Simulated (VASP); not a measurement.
# AlCo (Cmmm) in VASP: notebook

The runs below take AlCo through single point, with PBE.

Everything below comes from runs of VASP 6.6.1. Logs are shortened: lines on timing, memory, paths and dates and some standing lists are left out, and cuts for length are marked.

**1. The cell of the first run**

Symmetry: Cmmm, No. 65, orthorhombic system. The conventional cell has a = 5.704 Å, b = 5.704 Å, c = 2.852 Å, α = 90.00°, β = 90.00°, γ = 90.00°. Al (site symmetry 2mm) has 6 Al at 2.41 to 3.29 Å and 8 Co at 2.47 to 2.52 Å within 3.3 Å. Within 3.1 Å of Co (site symmetry m2m) lie 5 Co at 2.33 to 2.90 Å and 8 Al at 2.47 to 2.52 Å.

**2. Single point, PBE (atoms displaced along a vibrational mode)**

File INCAR:

```
SYSTEM = AlCo
PREC = Accurate
ENCUT = 520
EDIFF = 1E-6
ISMEAR = 0
SIGMA = 0.15
LREAL = .False.
LASPH = .True.
NELM = 80
ALGO = Fast
ISIF = 2
LWAVE = .False.
LCHARG = .False.
GGA = PE
NBANDS = 20
```

File KPOINTS:

```
regular mesh
0
Gamma
  22 16 16
  0 0 0
```

File POSCAR:

```
AlCo
1.0
   -2.8519023960      0.0000000000      0.0000000000
    0.0000000000      2.8519023960      2.8519023960
    0.0000000000      2.8519023960     -2.8519023960
Al Co
2 2
Direct
    0.0000000000      0.0387414924     -0.0387414924
    0.0000000000      0.4612585076      0.5387414924
    0.5000000000      0.5460219116      0.0460219116
    0.5000000000     -0.0460219116      0.4539780884
```

Potentials or basis: VASP PAW PBE potentials, release 64 (Al, Co).

The run is started by

```sh
$ cat potpaw_PBE.64/Al/POTCAR potpaw_PBE.64/Co/POTCAR > POTCAR
$ mpirun -np 1 vasp_std > vasp.out
```

OUTCAR:

```text
SYSTEM = AlCo
   PREC = Accurate
   ENCUT = 520
   EDIFF = 1E-6
   ISMEAR = 0
   LREAL = .False.
   LASPH = .True.
   NELM = 80
   ISIF = 2
   GGA = PE

 ion  position               nearest neighbor table
   1  0.000  0.039  0.961-   2 2.41   3 2.47   4 2.47   3 2.47   4 2.47   3 2.52   3 2.52   4 2.52
                             4 2.52   2 2.89   2 2.89   2 3.29
   2  0.000  0.461  0.539-   1 2.41   3 2.47   4 2.47   3 2.47   4 2.47   3 2.52   3 2.52   4 2.52
                             4 2.52   1 2.89   1 2.89   1 3.29
   3  0.500  0.546  0.046-   4 2.33   2 2.47   1 2.47   1 2.47   2 2.47   2 2.52   1 2.52   2 2.52
                             1 2.52   4 2.90   4 2.90
   4  0.500  0.954  0.454-   3 2.33   2 2.47   1 2.47   1 2.47   2 2.47   2 2.52   1 2.52   1 2.52
                             2 2.52   3 2.90   3 2.90

  LATTYP: Found a simple tetragonal cell.
 ALAT       =     4.0331990470
 C/A-ratio  =     0.7071067812

  Lattice vectors:

 A1 = (   0.0000000000,   2.8519023960,   2.8519023960)
 A2 = (   0.0000000000,   2.8519023960,  -2.8519023960)
 A3 = (  -2.8519023960,   0.0000000000,   0.0000000000)

Analysis of symmetry for initial positions (statically):
=====================================================================
 Subroutine PRICEL returns:
 Original cell was already a primitive cell.

 Routine SETGRP: Setting up the symmetry group for a
 simple tetragonal supercell.

 Subroutine GETGRP returns: Found  8 space group operations
 (whereof  4 operations were pure point group operations)
 out of a pool of 16 trial point group operations.

The static configuration has the point symmetry C_2v.
 The point group associated with its full space group is D_2h.

Analysis of symmetry for dynamics (positions and initial velocities):
=====================================================================
 Subroutine PRICEL returns:
 Original cell was already a primitive cell.

 Routine SETGRP: Setting up the symmetry group for a
 simple tetragonal supercell.

 Subroutine GETGRP returns: Found  8 space group operations
 (whereof  4 operations were pure point group operations)
 out of a pool of 16 trial point group operations.

The dynamic configuration has the point symmetry C_2v.
 The point group associated with its full space group is D_2h.

 Subroutine INISYM returns: Found  8 space group operations
 (whereof  4 operations are pure point group operations),
 and found     1 'primitive' translations

----------------------------------------------------------------------------------------

[... 87 lines left out ...]
   PREC   = accura    normal or accurate (medium, high low for compatibility)
   ISTART =      0    job   : 0-new  1-cont  2-samecut
   ICHARG =      2    charge: 1-file 2-atom 10-const
   ISPIN  =      1    spin polarized calculation?
   LNONCOLLINEAR =      F non collinear calculations
   LSORBIT =      F    spin-orbit coupling
   LASPH  =      T    aspherical Exc in radial PAW
   ENCUT  =  520.0 eV  38.22 Ry    6.18 a.u.   5.30  7.50  7.50*2*pi/ulx,y,z
   NELM   =     80;   NELMIN=  2; NELMDL= -5     # of ELM steps
   EDIFF  = 0.1E-05   stopping-criterion for ELM
   LREAL  =      F    real-space projection
[... 7 lines left out ...]
   TEBEG  =    0.0;   TEEND  =   0.0 temperature during run
   PSTRESS=    0.0 pullay stress
   NELECT =      24.0000    total number of electrons
   NUPDOWN=      -1.0000    fix difference up-down
   EMIN   =  10.00;   EMAX   =-10.00  energy-range for DOS
   EFERMI =   0.00;   METHOD = LEGACY
   ISMEAR =     0;   SIGMA  =   0.15  broadening in eV -4-tet -1-fermi 0-gaus
   EFERMI_NEDOS =   21; number of points for ismear=-14 and -15
   IALGO  =     68    algorithm
   IMIX   =      4    mixing-type and parameters
     AMIX     =   0.40;   BMIX     =  1.00
     AMIX_MAG =   1.60;   BMIX_MAG =  1.00
  volume/ion in A,a.u.               =      11.60        78.27
  Fermi-wavevector in a.u.,A,eV,Ry     =   1.314218  2.483511 23.499543  1.727168
  Thomas-Fermi vector in A             =   2.444486
   LORBIT       =      0    0 simple, 1 ext, 2 COOP (PROOUT), +10 PAW based schemes
   GGA     = PE    functional components
   LHFCALC =     F    Hartree Fock is set to
   AEXX    =    0.0000 exact exchange contribution
   IVDW    =     0    specifies the selected vdW correction
   LEPSILON=     F    determine dielectric tensor
   LRPA    =     F    only Hartree local field effects (RPA)
 non-spin polarized calculation
 RMM-DIIS sequential band-by-band and
 Gauss-broadening in eV      SIGMA  =   0.15
  energy-cutoff  :      520.00
  volume of cell :       46.39
 maximum number of plane-waves:      1270
 NGX is ok and might be reduce to    24
   NGX = 11   NGY = 15   NGZ = 15

 number of electron      23.9999998 magnetization

 Free energy of the ion-electron system (eV)
  ---------------------------------------------------
  ext. energy  EPLUGINS =         0.00000000
  ---------------------------------------------------
  free energy    TOTEN  =       -23.22028152 eV

  energy without entropy =      -23.18911368  energy(sigma->0) =      -23.20469760

 E-fermi :  10.5142     XC(G=0): -12.2466

 val. band max:       10.5139786171   @ k =   0.2273   0.5000   0.4375
 cond. band min:      10.5147111778   @ k =   0.4545   0.4375   0.0000
 fundamental gap:      0.0007325607
 Fermi energy:        10.5141549640

 k-point     1 :       0.0000    0.0000    0.0000
  band No.  band energies     occupation
      1      -0.5442      2.00000
      2       5.3970      2.00000
      3       7.2308      2.00000
      4       7.6680      2.00000
      5       7.7049      2.00000
      6       7.7576      2.00000
[... 541 lines left out ...]
     19      15.9862      0.00000
     20      18.2307      0.00000

 [... further k-points ...]
[... 5 lines left out ...]
  --------------------------------------------------------------------------------------
  -------------------------------------------------------------------------------------
  Total       -1.2150386      1.9481662      4.3550777      0.0000000      0.0000000      0.0000000
  in kB      -41.9630151     67.2825771    150.4085494      0.0000000      0.0000000      0.0000000
  external PRESSURE =      58.5760371 kB  Pullay stress =       0.0000000 kB

 VOLUME and BASIS-vectors are now :
 -----------------------------------------------------------------------------
  energy-cutoff  :      520.00
  volume of cell :       46.39
      direct lattice vectors                 reciprocal lattice vectors
    -2.851902396  0.000000000  0.000000000    -0.350643136  0.000000000  0.000000000
     0.000000000  2.851902396  2.851902396     0.000000000  0.175321568  0.175321568
     0.000000000  2.851902396 -2.851902396     0.000000000  0.175321568 -0.175321568

 POSITION                                       TOTAL-FORCE (eV/Angst)
 -----------------------------------------------------------------------------------
      0.00000      2.85190     -2.63093         0.000000      0.000000     -1.413463
      0.00000      2.85190     -0.22097         0.000000      0.000000      1.413463
     -1.42595      1.68845      1.42595         0.000000     -2.083159     -0.000000
     -1.42595      4.01535      1.42595         0.000000      2.083159     -0.000000
 -----------------------------------------------------------------------------------
    total drift:                               -0.000000      0.000000      0.000000

  FREE ENERGIE OF THE ION-ELECTRON SYSTEM (eV)
  ---------------------------------------------------
  free  energy   TOTEN  =       -23.2202815199 eV

  energy  without entropy=      -23.1891136781  energy(sigma->0) =      -23.20469760
```

stdout:

```text
POSCAR found type information on POSCAR AlCo
 POSCAR found :  2 types and       4 ions
 scaLAPACK will be used
 LDA part: xc-table for (Slater+PW92), standard interpolation
 POSCAR, INCAR and KPOINTS ok, starting setup
 FFT: planning ... GRIDC
 FFT: planning ... GRID_SOFT
 FFT: planning ... GRID
 WAVECAR not read
 entering main loop
```

It took 8.6 min on 1 thread of Oxide Virtual Turin-like, shared host; peak memory 0.72 GiB.

What came out:

```yaml
Free_energy: -23.2203 eV
Pressure: 5.9 GPa
Largest_force: 2.083 eV/Å
Band_gap_on_the_k_mesh: zero (bands 12 and 13 overlap by 0.90 eV)
```

Forces in eV/Å, atoms in the order of the input:
```
Al   0.000  0.000 -1.413
Al   0.000  0.000  1.413
Co   0.000 -2.083  0.000
Co   0.000  2.083  0.000
```

Stress tensor (GPa, compression positive):
```
-4.20  0.00  0.00
 0.00  6.73  0.00
 0.00  0.00 15.04
```

Caveat: the cell differs from its parent crystal (atoms displaced along a vibrational mode); the stress differs along the axes, from -4 to 15 GPa; the run has no spin polarisation, though such a crystal can be magnetic; forces of over 1 eV/Å act on the atoms, so gaps and moduli don't describe the material at rest. Spin polarisation is off, so any magnetic state and its effect on volume and gap are missing.

**3. Single point, PBE (atoms displaced along a vibrational mode)**

File INCAR:

```
SYSTEM = AlCo
ALGO = Fast
EDIFF = 1E-7
ENCUT = 520
GGA = PE
ISIF = 2
ISMEAR = 0
LASPH = .True.
LCHARG = .False.
LREAL = .False.
LWAVE = .False.
NBANDS = 20
NELM = 100
PREC = Accurate
SIGMA = 0.15
```

File KPOINTS:

```
k-points
0
Gamma
  22 16 16
  0 0 0
```

File POSCAR:

```
AlCo
1.0
   -2.8519023960      0.0000000000      0.0000000000
    0.0000000000      2.8519023960      2.8519023960
    0.0000000000      2.8519023960     -2.8519023960
Al Co
2 2
Direct
    0.0000000000      0.0276724946     -0.0276724946
    0.0000000000      0.4723275054      0.5276724946
    0.5000000000      0.5328727940      0.0328727940
    0.5000000000     -0.0328727940      0.4671272060
```

Potentials or basis: VASP PAW PBE potentials, release 64 (Al, Co).

The run is started by

```sh
$ cat potpaw_PBE.64/Al/POTCAR potpaw_PBE.64/Co/POTCAR > POTCAR
$ mpirun -np 1 vasp_std > vasp.out
```

It took 6.7 min on 1 thread of Oxide Virtual Turin-like, shared host; peak memory 0.71 GiB.

Results (log left out):

```yaml
Free_energy: -23.6169 eV
Pressure: 2.7 GPa
Largest_force: 1.426 eV/Å
Band_gap_on_the_k_mesh: zero (bands 12 and 13 overlap by 1.01 eV)
```

Forces in eV/Å, atoms in the order of the input:
```
Al   0.000  0.000 -0.778
Al   0.000  0.000  0.778
Co   0.000 -1.426  0.000
Co   0.000  1.426  0.000
```

Stress tensor (GPa, compression positive):
```
-2.21  0.00  0.00
 0.00  2.69  0.00
 0.00  0.00  7.49
```

Levels at points of the mesh, in eV from the Fermi level:
```tsv
k point	band 10	band 11	band 12	band 13	band 14	band 15
(0.00, 0.00, 0.00)	-0.80	-0.68	-0.39	-0.35	1.98	3.27
(0.50, 0.00, 0.00)	-0.21	-0.10	0.17	2.47	2.67	2.81
(0.00, 0.50, 0.00)	-1.26	-1.05	-0.88	0.89	1.75	3.34
(0.50, 0.50, 0.00)	-0.96	-0.93	-0.04	0.27	0.44	4.94
(0.00, 0.50, 0.50)	-1.41	-0.63	-0.60	0.07	0.11	8.39
(0.50, 0.50, 0.50)	-1.39	-1.21	-0.84	-0.11	-0.11	2.30
```

Caveat: the cell differs from its parent crystal (atoms displaced along a vibrational mode); the stress differs along the axes, from -2 to 7 GPa; the run has no spin polarisation, though such a crystal can be magnetic; forces of over 1 eV/Å act on the atoms, so gaps and moduli don't describe the material at rest.

**4. Single point, PBE (atoms displaced along a vibrational mode)**

File INCAR:

```
SYSTEM = AlCo
ALGO = Fast
EDIFF = 1E-7
ENCUT = 520
GGA = PE
ISIF = 2
ISMEAR = 0
LASPH = .TRUE.
LCHARG = .TRUE.
LELF = .TRUE.
LREAL = .FALSE.
LVHAR = .TRUE.
LWAVE = .FALSE.
NBANDS = 20
NELM = 100
PREC = Accurate
SIGMA = 0.15
```

File KPOINTS:

```
k-points
0
G
  22 16 16
  0 0 0
```

File POSCAR:

```
AlCo
1.0
   -2.8519023960      0.0000000000      0.0000000000
    0.0000000000      2.8519023960      2.8519023960
    0.0000000000      2.8519023960     -2.8519023960
Al Co
2 2
Direct
    0.0000000000     -0.0442759913      0.0442759913
    0.0000000000      0.5442759913      0.4557240087
    0.5000000000      0.4474035296     -0.0525964704
    0.5000000000      0.0525964704      0.5525964704
```

The run is started by

```sh
$ cat potpaw_PBE.64/Al/POTCAR potpaw_PBE.64/Co/POTCAR > POTCAR
$ mpirun -np 1 vasp_std > vasp.out
```

Run time: 22 min. Hardware: 1 thread of Oxide Virtual Turin-like, shared host; peak memory 0.72 GiB.

It converged, with:

```yaml
Free_energy: -22.9463 eV
Pressure: 8.0 GPa
Largest_force: 2.493 eV/Å
Band_gap_on_the_k_mesh: zero (bands 12 and 13 overlap by 0.96 eV)
```

Forces on the atoms (eV/Å):
```
Al   0.000  0.000  1.871
Al   0.000  0.000 -1.871
Co   0.000  2.493  0.000
Co   0.000 -2.493  0.000
```

Stress tensor (GPa, compression positive):
```
-5.46  0.00  0.00
 0.00  9.66  0.00
 0.00  0.00 19.70
```

Levels at points of the mesh, in eV from the Fermi level:
```
           k point  band 9  band 10  band 11  band 12  band 13  band 14  band 15  band 16
(0.00, 0.00, 0.00)   -1.16    -0.81    -0.53    -0.49     0.14     1.59     2.94     5.92
(0.50, 0.00, 0.00)   -0.80    -0.25     0.01     0.10     2.59     3.04     3.36     3.80
(0.00, 0.50, 0.00)   -1.23    -0.88    -0.84    -0.65     0.29     1.62     3.56     4.71
(0.50, 0.50, 0.00)   -1.27    -1.02    -0.53     0.35     0.39     0.59     4.33     4.90
(0.00, 0.50, 0.50)   -1.55    -1.03    -0.53    -0.46    -0.15     0.02     8.36     8.77
(0.50, 0.50, 0.50)   -1.75    -1.26    -0.85    -0.16     0.00     0.03     2.11     2.15
```

Caveat: the cell differs from its parent crystal (atoms displaced along a vibrational mode); the stress differs along the axes, from -5 to 20 GPa; the run has no spin polarisation, though such a crystal can be magnetic; forces of over 1 eV/Å act on the atoms, so gaps and moduli don't describe the material at rest.

(Continued in part 2 of 2.)
